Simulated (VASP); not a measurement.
# YCl in VASP: notebook

Runs on YCl. Level: PBE. Tasks: single point.

All numbers are computed with VASP 6.6.1; they aren't measurements. Logs are shortened: lines on timing, memory, paths and dates and some standing lists are left out, and cuts for length are marked.

## (1) The cell of the first run

The cell holds a sheet with vacuum, 4 atoms: a = 3.752 Å, b = 3.752 Å, c = 21.000 Å, α = 90.00°, β = 90.00°, γ = 120.00°.

## (2) Single point, PBE

Contents of INCAR:

```
PREC = Accurate ; ENCUT = 520
EDIFF = 1E-7 ; ISMEAR = 0
SIGMA = 0.1 ; LREAL = False
LASPH = True ; NELM = 80
ALGO = Normal ; ISIF = 2
LWAVE = False ; LCHARG = False
LDIPOL = True ; IDIPOL = 3
DIPOL = 0.5 0.5 0.500 ; GGA = PE
NBANDS = 26
```

Contents of KPOINTS:

```
Automatic mesh
0
Gamma
  6 6 1
```

Contents of POSCAR:

```
YCl
1.0
    3.7523010000      0.0000000000      0.0000000000
   -1.8761510000      3.2495880000      0.0000000000
    0.0000000000      0.0000000000     21.0000000000
Y Cl
2 2
Direct
    0.6666666700      0.3333333300      0.4342501900
    0.3333333300      0.6666666700      0.5657498100
    0.0000000000      0.0000000000      0.3535932000
    0.0000000000      0.0000000000      0.6464068000
```

Potentials or basis: VASP PAW PBE potentials, release 64 (Y_sv, Cl).

Run with:

```sh
$ cat potpaw_PBE.64/Y_sv/POTCAR potpaw_PBE.64/Cl/POTCAR > POTCAR
$ mpirun -np 1 vasp_std > vasp.out
```

OUTCAR:

```text
PREC = Accurate
   ENCUT = 520
   EDIFF = 1E-7
   ISMEAR = 0
   LREAL = False
   LASPH = True
   NELM = 80
   ISIF = 2
   GGA = PE

 ion  position               nearest neighbor table
   1  0.667  0.333  0.434-   3 2.75   3 2.75   3 2.75   2 3.51   2 3.51   2 3.51
   2  0.333  0.667  0.566-   4 2.75   4 2.75   4 2.75   1 3.51   1 3.51   1 3.51
   3  0.000  0.000  0.354-   1 2.75   1 2.75   1 2.75
   4  0.000  0.000  0.646-   2 2.75   2 2.75   2 2.75

  LATTYP: Found a hexagonal cell.
 ALAT       =     3.7523010000
 C/A-ratio  =     5.5965659471

  Lattice vectors:

 A1 = (   3.7523010000,   0.0000000000,   0.0000000000)
 A2 = (  -1.8761510000,   3.2495880000,   0.0000000000)
 A3 = (   0.0000000000,   0.0000000000,  21.0000000000)

Analysis of symmetry for initial positions (statically):
=====================================================================
 Subroutine PRICEL returns:
 Original cell was already a primitive cell.

 Routine SETGRP: Setting up the symmetry group for a
 hexagonal supercell.

 Subroutine GETGRP returns: Found 12 space group operations
 (whereof 12 operations were pure point group operations)
 out of a pool of 24 trial point group operations.

The static configuration has the point symmetry D_3d.

Analysis of symmetry for dynamics (positions and initial velocities):
=====================================================================
 Subroutine PRICEL returns:
 Original cell was already a primitive cell.

 Routine SETGRP: Setting up the symmetry group for a
 hexagonal supercell.

 Subroutine GETGRP returns: Found 12 space group operations
 (whereof 12 operations were pure point group operations)
 out of a pool of 24 trial point group operations.

The dynamic configuration has the point symmetry D_3d.

 Subroutine INISYM returns: Found 12 space group operations
 (whereof 12 operations are pure point group operations),
 and found     1 'primitive' translations

----------------------------------------------------------------------------------------

                                     Primitive cell

  volume of cell :     256.0621

  direct lattice vectors                    reciprocal lattice vectors
     3.752301000  0.000000000  0.000000000     0.266503140  0.153865700  0.000000000
    -1.876151000  3.249588000  0.000000000     0.000000000  0.307731319  0.000000000
     0.000000000  0.000000000 21.000000000     0.000000000  0.000000000  0.047619048
[... 75 lines left out ...]
   NFREE  =      0    steps in history (QN), initial steepest desc. (CG)
   ISIF   =      2    stress and relaxation
   ISYM   =      2    0-nonsym 1-usesym 2-fastsym
   POTIM  = 0.5000    time-step for ionic-motion
   TEBEG  =    0.0;   TEEND  =   0.0 temperature during run
   PSTRESS=    0.0 pullay stress
   NELECT =      36.0000    total number of electrons
   NUPDOWN=      -1.0000    fix difference up-down
   EMIN   =  10.00;   EMAX   =-10.00  energy-range for DOS
   EFERMI =   0.00;   METHOD = LEGACY
   ISMEAR =     0;   SIGMA  =   0.10  broadening in eV -4-tet -1-fermi 0-gaus
   EFERMI_NEDOS =   21; number of points for ismear=-14 and -15
   IALGO  =     38    algorithm
   IMIX   =      4    mixing-type and parameters
     AMIX     =   0.40;   BMIX     =  1.00
     AMIX_MAG =   1.60;   BMIX_MAG =  1.00
  volume/ion in A,a.u.               =      64.02       432.00
  Fermi-wavevector in a.u.,A,eV,Ry     =   0.851257  1.608642  9.859300  0.724638
  Thomas-Fermi vector in A             =   1.967362
   LORBIT       =      0    0 simple, 1 ext, 2 COOP (PROOUT), +10 PAW based schemes
   GGA     = PE    functional components
   LHFCALC =     F    Hartree Fock is set to
   AEXX    =    0.0000 exact exchange contribution
   IVDW    =     0    specifies the selected vdW correction
   LEPSILON=     F    determine dielectric tensor
   LRPA    =     F    only Hartree local field effects (RPA)
 non-spin polarized calculation
 Gauss-broadening in eV      SIGMA  =   0.10
  energy-cutoff  :      520.00
  volume of cell :      256.06
 maximum number of plane-waves:      6926
 NGX is ok and might be reduce to    28
   NGX = 13   NGY = 13   NGZ = 79

 number of electron      35.9999995 magnetization

 dipolmoment           0.000000      0.000000     -0.000000 electrons x Angstroem

 Free energy of the ion-electron system (eV)
  ---------------------------------------------------
  ext. energy  EPLUGINS =         0.00000000
  ---------------------------------------------------
  free energy    TOTEN  =       -22.39711978 eV

  energy without entropy =      -22.33671361  energy(sigma->0) =      -22.36691670

 E-fermi :  -1.1140     XC(G=0):  -4.3271

 val. band max:       -1.1290787821   @ k =   0.3333   0.3333   0.0000
 cond. band min:      -1.0816107270   @ k =   0.3333   0.1667   0.0000
 fundamental gap:      0.0474680551
 Fermi energy:        -1.1139923291

 k-point     1 :       0.0000    0.0000    0.0000
  band No.  band energies     occupation
      1     -43.9582      2.00000
      2     -43.9184      2.00000
      3     -24.1457      2.00000
      4     -23.8570      2.00000
      5     -23.8269      2.00000
      6     -23.8269      2.00000
[... 192 lines left out ...]
     25       2.8400      0.00000
     26       4.1509      0.00000

------------------------ aborting loop because EDIFF is reached ----------------------------------------

 vacuum level on the upper side and lower side of the slab       (xc-potential included)        -0.059        -0.059

  FORCE on cell =-STRESS in cart. coord.  units (eV):
  Direction    XX          YY          ZZ          XY          YZ          ZX
  --------------------------------------------------------------------------------------
  -------------------------------------------------------------------------------------
  Total        0.5073369      0.5073369      1.6780212     -0.0000001      0.0000000      0.0000000
  in kB        3.1744006      3.1744006     10.4993586     -0.0000005      0.0000000      0.0000000
  external PRESSURE =       5.6160533 kB  Pullay stress =       0.0000000 kB

 VOLUME and BASIS-vectors are now :
 -----------------------------------------------------------------------------
  energy-cutoff  :      520.00
  volume of cell :      256.06
      direct lattice vectors                 reciprocal lattice vectors
     3.752301000  0.000000000  0.000000000     0.266503140  0.153865700  0.000000000
    -1.876151000  3.249588000  0.000000000     0.000000000  0.307731319  0.000000000
     0.000000000  0.000000000 21.000000000     0.000000000  0.000000000  0.047619048

 POSITION                                       TOTAL-FORCE (eV/Angst)
 -----------------------------------------------------------------------------------
      1.87615      1.08320      9.11925        -0.000000      0.000000     -0.003703
     -0.00000      2.16639     11.88075        -0.000000     -0.000000      0.003703
      0.00000      0.00000      7.42546         0.000000      0.000000     -0.275585
      0.00000      0.00000     13.57454         0.000000      0.000000      0.275585
 -----------------------------------------------------------------------------------
    total drift:                                0.000000      0.000000     -0.000000

  FREE ENERGIE OF THE ION-ELECTRON SYSTEM (eV)
  ---------------------------------------------------
  free  energy   TOTEN  =       -22.3971197846 eV

  energy  without entropy=      -22.3367136071  energy(sigma->0) =      -22.36691670

 vacuum level on the upper side and lower side of the slab         3.374         3.374
```

Wall time 64 s (1 thread of Intel Xeon 6975P-C (Granite Rapids), shared host); peak memory 0.37 GiB.

Results:

```yaml
Free_energy: -22.3971 eV
Largest_force: 0.276 eV/Å
Band_gap_on_the_k_mesh: zero (band 18 reaches -1.13 eV, above the bottom of band 19 at -1.16 eV)
```

Forces in eV/Å, atoms in the order of the input:
```
Y    0.000  0.000 -0.004
Y    0.000  0.000  0.004
Cl   0.000  0.000 -0.276
Cl   0.000  0.000  0.276
```

## (3) Single point, PBE

This run uses another cell than the first one, of 109.66 Å³/atom, 1.713 times its volume.

Contents of INCAR:

```
SYSTEM = YCl
PREC     = Accurate       ! precision mode
ENCUT    = 520            ! plane-wave cutoff, eV
EDIFF    = 1E-7           ! SCF threshold, eV
ISMEAR   = 0              ! smearing method
SIGMA    = 0.1            ! smearing width, eV
LREAL    = .FALSE.        ! projectors in reciprocal space
LASPH    = .TRUE.         ! aspherical terms in the spheres
NELM     = 80             ! most SCF steps
ALGO     = Normal         ! electronic algorithm
ISIF     = 2              ! what is computed and relaxed
LWAVE    = .FALSE.        ! write WAVECAR
LCHARG   = .FALSE.        ! write CHGCAR
LDIPOL   = .TRUE.       
IDIPOL   = 3            
DIPOL    = 0.5 0.5 0.291
GGA      = PE             ! functional
NBANDS   = 26             ! bands
```

Contents of KPOINTS:

```
Automatic mesh
0
G
  6 6 1
  0 0 0
```

Contents of POSCAR:

```
YCl
1.0
    3.7458963520      0.0000002882      0.0000000000
   -1.8729484256      3.2440412567      0.0000000000
    0.0000000000      0.0000000000     36.0981712000
Y Cl
2 2
Direct
    0.6666666667      0.3333333333      0.2515150439
    0.3333333333      0.6666666667      0.3302318785
    0.0000000000      0.0000000000      0.2030806545
    0.0000000000      0.0000000000      0.3786662679
```

Potentials or basis: VASP PAW PBE potentials, release 64 (Y_sv, Cl).

Run with:

```sh
$ cat potpaw_PBE.64/Y_sv/POTCAR potpaw_PBE.64/Cl/POTCAR > POTCAR
$ mpirun -np 1 vasp_std > vasp.out
```

Run time: 2 min. Hardware: 1 thread of Intel Xeon 6975P-C (Granite Rapids), shared host; peak memory 0.52 GiB.

It converged, with:

```
Free energy            : -22.4218 eV
Largest force          : 0.007 eV/Å
Band gap on the k mesh : zero (band 18 reaches -2.67 eV, above the bottom of band 19 at -2.70 eV)
```

Forces on the atoms (eV/Å):
```
Y    0.000  0.000  0.007
Y    0.000  0.000 -0.007
Cl   0.000  0.000 -0.001
Cl   0.000  0.000  0.001
```

Levels at points of the mesh, in eV from the Fermi level:
| k point | band 15 | band 16 | band 17 | band 18 | band 19 | band 20 | band 21 | band 22 |
| --- | --- | --- | --- | --- | --- | --- | --- | --- |
| (0.00, 0.00, 0.00) | -4.01 | -4.01 | -1.98 | -0.22 | 1.76 | 1.76 | 1.80 | 2.28 |
| (0.50, 0.00, 0.00) | -4.34 | -4.32 | -0.57 | -0.26 | -0.04 | 1.11 | 2.50 | 4.21 |

## (4) Single point, PBE

This run uses another cell than the first one, of 109.43 Å³/atom, 1.709 times its volume.

Contents of INCAR:

```
SYSTEM = YCl
PREC = Accurate
ENCUT = 520
EDIFF = 1E-6
ISMEAR = 0
SIGMA = 0.1
LREAL = .FALSE.
LASPH = .TRUE.
NELM = 60
ALGO = Normal
ISIF = 2
LWAVE = .FALSE.
LCHARG = .FALSE.
LDIPOL = .TRUE.
IDIPOL = 3
DIPOL = 0.5 0.5 0.291
GGA = PE
NBANDS = 26
```

Contents of KPOINTS:

```
regular mesh
0
G
  12 12 1
  0 0 0
```

Contents of POSCAR:

```
YCl
1.0
    3.7418124299      0.0000002879      0.0000000000
   -1.8709064643      3.2405044765      0.0000000000
    0.0000000000      0.0000000000     36.0981712000
Y Cl
2 2
Direct
    0.6666666667      0.3333333333      0.2514427332
    0.3333333333      0.6666666667      0.3303041892
    0.0000000000      0.0000000000      0.2029088427
    0.0000000000      0.0000000000      0.3788380797
```

Run with:

```sh
$ cat potpaw_PBE.64/Y_sv/POTCAR potpaw_PBE.64/Cl/POTCAR > POTCAR
$ mpirun -np 1 vasp_std > vasp.out
```

It took 4.3 min on 1 thread of Intel Xeon 6975P-C (Granite Rapids), shared host; peak memory 0.61 GiB.

The run converged. Its results:

```
Free energy            : -22.4255 eV
Largest force          : 0.006 eV/Å
Band gap on the k mesh : zero (band 18 reaches -2.62 eV, above the bottom of band 19 at -2.69 eV)
```

Forces in eV/Å, atoms in the order of the input:
```
Y    0.000  0.000  0.006
Y    0.000  0.000 -0.006
Cl   0.000  0.000 -0.002
Cl   0.000  0.000  0.002
```

Levels at points of the mesh, in eV from the Fermi level:
```tsv
k point	band 16	band 17	band 18	band 19	band 20	band 21
(0.00, 0.00, 0.00)	-4.00	-1.99	-0.24	1.76	1.76	1.78
(0.50, 0.00, 0.00)	-4.31	-0.59	-0.26	-0.04	1.10	2.50
```

## (5) Single point, PBE

This run uses another cell than the first one, of 109.66 Å³/atom, 1.713 times its volume.

Contents of INCAR:

```
ALGO = Normal
DIPOL = 0.5 0.5 0.291
EDIFF = 1E-7
ENCUT = 520
GGA = PE
IDIPOL = 3
ISIF = 2
ISMEAR = 0
LASPH = T
LCHARG = F
LDIPOL = T
LREAL = F
LWAVE = F
NBANDS = 26
NELM = 80
PREC = Accurate
SIGMA = 0.1
```

Contents of KPOINTS:

```
k-points
0
Gamma
  12 12 1
```

Contents of POSCAR:

```
YCl
1.0
    3.7458963520      0.0000002882      0.0000000000
   -1.8729484256      3.2440412567      0.0000000000
    0.0000000000      0.0000000000     36.0981712000
Y Cl
2 2
Direct
    0.6666666667      0.3333333333      0.2515150439
    0.3333333333      0.6666666667      0.3302318785
    0.0000000000      0.0000000000      0.2030806545
    0.0000000000      0.0000000000      0.3786662679
```

Run with:

```sh
$ cat potpaw_PBE.64/Y_sv/POTCAR potpaw_PBE.64/Cl/POTCAR > POTCAR
$ mpirun -np 1 vasp_std > vasp.out
```

Run time: 4.5 min. Hardware: 1 thread of Intel Xeon 6975P-C (Granite Rapids), shared host; peak memory 0.61 GiB.

It converged, with:

```yaml
Free_energy: -22.4253 eV
Largest_force: 0.011 eV/Å
Band_gap_on_the_k_mesh: zero (band 18 reaches -2.62 eV, above the bottom of band 19 at -2.69 eV)
```

Forces in eV/Å, atoms in the order of the input:
```
Y    0.000  0.000  0.001
Y    0.000  0.000 -0.001
Cl   0.000  0.000 -0.011
Cl   0.000  0.000  0.011
```

Levels at points of the mesh, in eV from the Fermi level:
```csv
k point,band 16,band 17,band 18,band 19,band 20,band 21
"(0.00, 0.00, 0.00)",-4.02,-1.98,-0.23,1.76,1.76,1.80
"(0.50, 0.00, 0.00)",-4.33,-0.58,-0.26,-0.04,1.10,2.49
```

## (6) Overview

```csv
cell,k mesh,gap on the mesh (eV),largest force (eV/Å)
"a = 3.752, b = 3.752, c = 21.000 Å, angles 90.0, 90.0, 120.0°, 4 atoms",6 × 6 × 1,none,0.28
"a = 3.746, b = 3.746, c = 36.098 Å, angles 90.0, 90.0, 120.0°, 4 atoms",6 × 6 × 1,none,0.01
"a = 3.742, b = 3.742, c = 36.098 Å, angles 90.0, 90.0, 120.0°, 4 atoms",12 × 12 × 1,none,0.01
"a = 3.746, b = 3.746, c = 36.098 Å, angles 90.0, 90.0, 120.0°, 4 atoms",12 × 12 × 1,none,0.01
```

Alike in all rows: task single point; level PBE; potentials or basis VASP PAW PBE potentials, release 64 (Y_sv, Cl); no spin polarisation; cutoff (eV) 520; smearing gaussian 0.1 eV.

Absolute energies hang on the potentials; compare differences alone.
